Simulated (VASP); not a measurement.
# CaF2 (Fm-3m) in VASP: further runs

CaF2 is run at these levels: PBEsol; tasks: relaxation of cell and atoms.

All numbers are computed with VASP 6.6.1; they aren't measurements. Logs are shortened: lines on timing, memory, paths and dates and some standing lists are left out, and cuts for length are marked.

## Step 1: The cell of the first run

Symmetry: Fm-3m, No. 225, cubic system. Conventional cell: a = 5.462 Å, b = 5.462 Å, c = 5.462 Å, α = 90.00°, β = 90.00°, γ = 90.00°. Within 3.1 Å of Ca (site symmetry m-3m) lie 8 F at 2.37 Å. Within 3.1 Å of F (site symmetry -43m) lie 4 Ca at 2.37 Å and 6 F at 2.73 Å.

## Step 2: Relaxation of cell and atoms, PBEsol

Contents of INCAR:

```
SYSTEM = CaF2
ALGO = Normal
EDIFF = 1E-6
EDIFFG = -0.01
ENCUT = 600
GGA = PS
IBRION = 2
ISIF = 3
ISMEAR = 0
KPAR = 2
LASPH = .True.
LCHARG = .False.
LREAL = .False.
LWAVE = .False.
NELM = 80
NSW = 90
PREC = Accurate
SIGMA = 0.03
```

Contents of KPOINTS:

```
k-points
0
Gamma
  8 8 8
  0 0 0
```

Contents of POSCAR:

```
CaF2
1.0
    0.0000000000      2.7310000000      2.7310000000
    2.7310000000      0.0000000000      2.7310000000
    2.7310000000      2.7310000000      0.0000000000
Ca F
1 2
Direct
    0.0000000000      0.0000000000      0.0000000000
    0.2500000000      0.2500000000      0.2500000000
    0.7500000000      0.7500000000      0.7500000000
```

Potentials or basis: VASP PAW PBE potentials, release 64 (Ca_sv, F).

Launch:

```bash
> cat potpaw_PBE.64/Ca_sv/POTCAR potpaw_PBE.64/F/POTCAR > POTCAR
> mpirun -np 2 vasp_std > vasp.out
```

OUTCAR:

```text
SYSTEM = CaF2
   EDIFF = 1E-6
   EDIFFG = -0.01
   ENCUT = 600
   GGA = PS
   IBRION = 2
   ISIF = 3
   ISMEAR = 0
   LASPH = .True.
   LREAL = .False.
   NELM = 80
   NSW = 90
   PREC = Accurate

 ion  position               nearest neighbor table
   1  0.000  0.000  0.000-   3 2.37   3 2.37   3 2.37   2 2.37   3 2.37   2 2.37   2 2.37   2 2.37

   2  0.250  0.250  0.250-   1 2.37   1 2.37   1 2.37   1 2.37
   3  0.750  0.750  0.750-   1 2.37   1 2.37   1 2.37   1 2.37

  LATTYP: Found a face centered cubic cell.
 ALAT       =     5.4620000000

  Lattice vectors:

 A1 = (   0.0000000000,   2.7310000000,   2.7310000000)
 A2 = (   2.7310000000,   0.0000000000,   2.7310000000)
 A3 = (   2.7310000000,   2.7310000000,   0.0000000000)

Analysis of symmetry for initial positions (statically):
=====================================================================
 Subroutine PRICEL returns:
 Original cell was already a primitive cell.

 Routine SETGRP: Setting up the symmetry group for a
 face centered cubic supercell.

 Subroutine GETGRP returns: Found 48 space group operations
 (whereof 48 operations were pure point group operations)
 out of a pool of 48 trial point group operations.

The static configuration has the point symmetry O_h .

Analysis of symmetry for dynamics (positions and initial velocities):
=====================================================================
 Subroutine PRICEL returns:
 Original cell was already a primitive cell.

 Routine SETGRP: Setting up the symmetry group for a
 face centered cubic supercell.

 Subroutine GETGRP returns: Found 48 space group operations
 (whereof 48 operations were pure point group operations)
 out of a pool of 48 trial point group operations.

The dynamic configuration has the point symmetry O_h .

 Subroutine INISYM returns: Found 48 space group operations
 (whereof 48 operations are pure point group operations),
 and found     1 'primitive' translations

----------------------------------------------------------------------------------------

                                     Primitive cell

[... 614 lines left out ...]
  Total       -0.4254481     -0.4254481     -0.4254481      0.0000000      0.0000000      0.0000000
  in kB      -16.7325472    -16.7325472    -16.7325472      0.0000000      0.0000000      0.0000000
  external PRESSURE =     -16.7325472 kB  Pullay stress =       0.0000000 kB

 VOLUME and BASIS-vectors are now :
 -----------------------------------------------------------------------------
  energy-cutoff  :      600.00
  volume of cell :       40.74
      direct lattice vectors                 reciprocal lattice vectors
     0.000000000  2.731000000  2.731000000    -0.183083120  0.183083120  0.183083120
     2.731000000  0.000000000  2.731000000     0.183083120 -0.183083120  0.183083120
     2.731000000  2.731000000  0.000000000     0.183083120  0.183083120 -0.183083120

 POSITION                                       TOTAL-FORCE (eV/Angst)
 -----------------------------------------------------------------------------------
      0.00000      0.00000      0.00000        -0.000000      0.000000     -0.000000
      1.36550      1.36550      1.36550         0.000000     -0.000000      0.000000
      4.09650      4.09650      4.09650         0.000000      0.000000     -0.000000
 -----------------------------------------------------------------------------------
    total drift:                                0.000000     -0.000000      0.000000

  FREE ENERGIE OF THE ION-ELECTRON SYSTEM (eV)
  ---------------------------------------------------
  free  energy   TOTEN  =       -17.9025068336 eV

  energy  without entropy=      -17.9025068336  energy(sigma->0) =      -17.90250683

--------------------------------------- Ionic step        2  -------------------------------------------

 number of electron      23.9999987 magnetization

 Free energy of the ion-electron system (eV)
  ---------------------------------------------------
  ext. energy  EPLUGINS =         0.00000000
  ---------------------------------------------------
  free energy    TOTEN  =       -17.90698348 eV

  energy without entropy =      -17.90698348  energy(sigma->0) =      -17.90698348

 E-fermi :  -0.8324     XC(G=0): -10.0041

 val. band max:       -0.9750570615   @ k =   0.5000   0.5000   0.0000
 cond. band min:       6.2378121224   @ k =   0.0000   0.0000   0.0000
 fundamental gap:      7.2128691839
 Fermi energy:        -0.8324008019

 k-point     1 :       0.0000    0.0000    0.0000
  band No.  band energies     occupation
      1     -36.6876      2.00000
      2     -20.8488      2.00000
      3     -20.0266      2.00000
      4     -17.7121      2.00000
      5     -17.7121      2.00000
      6     -17.7121      2.00000
[... 435 lines left out ...]
      5     -17.5469      2.00000
      6     -17.2768      2.00000
[... 8 lines left out ...]
     15       8.9664      0.00000
     16       9.4282      0.00000

 [... further k-points ...]

------------------------ aborting loop because EDIFF is reached ----------------------------------------

  FORCE on cell =-STRESS in cart. coord.  units (eV):
  Direction    XX          YY          ZZ          XY          YZ          ZX
  --------------------------------------------------------------------------------------
  -------------------------------------------------------------------------------------
  Total        0.0004001      0.0004001      0.0004001      0.0000000      0.0000000      0.0000000
  in kB        0.0160631      0.0160631      0.0160631      0.0000000      0.0000000      0.0000000
  external PRESSURE =       0.0160631 kB  Pullay stress =       0.0000000 kB

 VOLUME and BASIS-vectors are now :
 -----------------------------------------------------------------------------
  energy-cutoff  :      600.00
  volume of cell :       39.91
      direct lattice vectors                 reciprocal lattice vectors
     0.000000000  2.712315641  2.712315641    -0.184344326  0.184344326  0.184344326
     2.712315641  0.000000000  2.712315641     0.184344326 -0.184344326  0.184344326
     2.712315641  2.712315641  0.000000000     0.184344326  0.184344326 -0.184344326

 POSITION                                       TOTAL-FORCE (eV/Angst)
 -----------------------------------------------------------------------------------
      5.42463      2.71232      2.71232         0.000000      0.000000     -0.000000
      1.35616      1.35616      1.35616         0.000000     -0.000000      0.000000
      4.06847      4.06847      4.06847        -0.000000      0.000000     -0.000000
 -----------------------------------------------------------------------------------
    total drift:                                0.000000     -0.000000      0.000000

  FREE ENERGIE OF THE ION-ELECTRON SYSTEM (eV)
  ---------------------------------------------------
  free  energy   TOTEN  =       -17.9069834807 eV

  energy  without entropy=      -17.9069834807  energy(sigma->0) =      -17.90698348

 reached required accuracy - stopping structural energy minimisation
```

OSZICAR:

```text
N       E                     dE             d eps       ncg     rms          rms(c)
DAV:   1     0.240142162425E+03    0.24014E+03   -0.14928E+04   928   0.170E+03
DAV:   2    -0.832075649758E+01   -0.24846E+03   -0.24455E+03  1192   0.417E+02
DAV:   3    -0.186170341100E+02   -0.10296E+02   -0.10289E+02  1064   0.947E+01
[... 15 lines left out ...]
DAV:   4    -0.179067175644E+02    0.11643E-02   -0.11167E-02  1472   0.853E-01    0.973E-02
DAV:   5    -0.179067481166E+02   -0.30552E-04   -0.18150E-04  1048   0.140E-01    0.883E-02
DAV:   6    -0.179069788671E+02   -0.23075E-03   -0.32616E-04  1584   0.147E-01    0.202E-02
DAV:   7    -0.179069808488E+02   -0.19816E-05   -0.17044E-05  1208   0.534E-02    0.417E-03
DAV:   8    -0.179069833543E+02   -0.25055E-05   -0.22360E-06  1264   0.167E-02    0.934E-04
DAV:   9    -0.179069834807E+02   -0.12634E-06   -0.67262E-08   528   0.270E-03
   2 F= -.17906983E+02 E0= -.17906983E+02  d E =-.447665E-02
```

Wall time 20 s (2 MPI ranks of Intel Xeon Platinum 8259CL at 2.50GHz (Skylake/Cascade Lake), shared host); peak memory 0.19 GiB.

What came out:

* Free energy: -17.9070 eV
* Relaxed volume: 13.30 Å³/atom
* Relaxed cell: a = 3.836 Å, b = 3.836 Å, c = 3.836 Å, α = 60.00°, β = 60.00°, γ = 60.00°
* Space group after relaxing (to 0.1 Å): Fm-3m (No. 225)
* Energy gained by relaxing: 1.5 meV/atom
* Ionic steps: 2
* Pressure after relaxing: 0.0 GPa
* Band gap on the k mesh: 7.21 eV (least direct gap 7.47 eV)

The path:
```tsv
step	energy change (eV)	largest force (eV/Å)	pressure (GPa)	volume (Å³)
1	0.0000	0.0000	-1.67	40.74
2	-0.0045	0.0000	0.00	39.91
```

Final structure:
```
CELL_PARAMETERS angstrom
0.00000 2.71232 2.71232
2.71232 0.00000 2.71232
2.71232 2.71232 0.00000
ATOMIC_POSITIONS crystal
Ca 0.00000 0.00000 0.00000
F 0.25000 0.25000 0.25000
F 0.75000 0.75000 0.75000
```

Caveat: the PAW data sets were made with another functional, which shifts forces and pressure a little.

## Step 3: Relaxation of cell and atoms, PBEsol

This run uses another cell than the first one, of 13.30 Å³/atom.

INCAR, as its differences from that of step 2:

```diff
@@ -2,4 +2,4 @@
 ALGO = Normal
-EDIFF = 1E-6
-EDIFFG = -0.01
+EDIFF = 1E-7
+EDIFFG = -0.005
 ENCUT = 600
```

KPOINTS is that of step 2.

Contents of POSCAR:

```
CaF2                                    
1.0
    0.0000000000      2.7123156406      2.7123156406
    2.7123156406      0.0000000000      2.7123156406
    2.7123156406      2.7123156406      0.0000000000
  Ca              F             
     1     2
Direct
     0.0000000000000000    1.0000000000000000    1.0000000000000000
     0.2500000000000000    0.2500000000000000    0.2500000000000000
     0.7500000000000000    0.7500000000000000    0.7500000000000000
```

Potentials or basis: VASP PAW PBE potentials, release 64 (Ca_sv, F).

Launch:

```bash
> cat potpaw_PBE.64/Ca_sv/POTCAR potpaw_PBE.64/F/POTCAR > POTCAR
> mpirun -np 2 vasp_std > vasp.out
```

It took 13 s on 2 MPI ranks of Intel Xeon Platinum 8259CL at 2.50GHz (Skylake/Cascade Lake), shared host; peak memory 0.18 GiB.

Results (log left out):

```yaml
Free_energy: -17.9047 eV
Pressure_after_relaxing: 0.0 GPa
Band_gap_on_the_k_mesh: 7.21 eV (least direct gap 7.47 eV)
```

Final structure:
```
Ca F
1.0
     0.00000    2.71232    2.71232
     2.71232    0.00000    2.71232
     2.71232    2.71232    0.00000
Ca F
1 2
Cartesian
  0.0000 0.0000 0.0000
  1.3562 1.3562 1.3562
  4.0685 4.0685 4.0685
```

Levels at points of the mesh, in eV from the valence-band top:
| k point | band 8 | band 9 | band 10 | band 11 | band 12 | band 13 | band 14 | band 15 | band 16 |
| --- | --- | --- | --- | --- | --- | --- | --- | --- | --- |
| (0.00, 0.00, 0.00) | -2.21 | -2.21 | -0.26 | -0.26 | -0.26 | 7.21 | 9.20 | 9.20 | 11.39 |
| (0.50, 0.00, 0.00) | -1.59 | -1.34 | -1.28 | -0.86 | -0.86 | 9.43 | 9.43 | 9.83 | 10.64 |
| (0.50, 0.50, 0.00) | -1.70 | -1.70 | -0.38 | -0.38 | 0.00 | 8.07 | 9.59 | 10.18 | 11.00 |

Caveat: the relaxation stopped at its first step, so nothing moved; the PAW data sets were made with another functional, which shifts forces and pressure a little.
